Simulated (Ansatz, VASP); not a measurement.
## Two plane-wave programs on MgS

The input INCAR:

```
SYSTEM = MgS
PREC = Accurate
ENCUT = 520
EDIFF = 1E-6
ISMEAR = 0
SIGMA = 0.05
LREAL = .False.
LASPH = .True.
NELM = 80
ALGO = Normal
ISIF = 2
LWAVE = .False.
LCHARG = .False.
GGA = PS
NBANDS = 11
```

The input KPOINTS:

```
regular mesh
0
Gamma
  8 8 8
  0 0 0
```

Contents of POSCAR:

```
MgS
1.0
    0.0000000000      2.6796995000      2.5626252500
    2.6796995000      0.0000000000      2.5626252500
    2.6796995000      2.6796995000      0.0000000000
Mg S
1 1
Direct
    0.0000000000      0.0000000000      0.0000000000
    0.5000000000      0.5000000000      0.5000000000
```

Input for Ansatz:

```yaml
crystal:
  lattice:
    - [0.0, 2.6796995, 2.56262525]
    - [2.6796995, 0.0, 2.56262525]
    - [2.6796995, 2.6796995, 0.0]
  atoms:
    - { symbol: Mg, position: [0.0, 0.0, 0.0] }
    - { symbol: S, position: [0.5, 0.5, 0.5] }
basis:
  ecutwfc: 420
kpoints:
  mp_grid: { grid: [8, 8, 8] }
hamiltonian:
  xc: pbesol
scf:
  occupations: { method: gaussian, width: 0.05 }
output:
  forces: true
  stress: true
  eigenvalues: true
```

Change from the starting cell: strain +0.030 along x and y, -0.015 along z, atoms carried along.

Alike in both runs: task single point; functional PBEsol; k mesh 8 × 8 × 8; occupations gaussian, width 0.05 eV; no spin polarisation.

|  | VASP | Ansatz |
| --- | --- | --- |
| version | VASP 6.6.1 | Ansatz 0.2.0 |
| potentials or method | VASP PAW PBE potentials, release 64 (Mg, S), cutoff 520 eV | scalar-relativistic, plane waves, PAW |
| valence electrons in the cell | 8 | 16 |

|  | VASP | Ansatz | Ansatz less VASP |
| --- | --- | --- | --- |
| gap on the k mesh at the Fermi level (eV) | 2.43 | 2.43 | +0.001 |
| least direct gap on the mesh (eV) | 3.19 | 3.20 | +0.002 |
| pressure (GPa) | -3.8 | -3.6 | +0.21 |
| traceless stress, the component that is largest in VASP (GPa) | 2.59 | 2.60 | +0.015 |

VASP's potentials were made for PBE, not for PBEsol. VASP's potentials hold 8 valence electrons a cell and Ansatz's 16, so a difference there can come from the potentials and not from the codes.
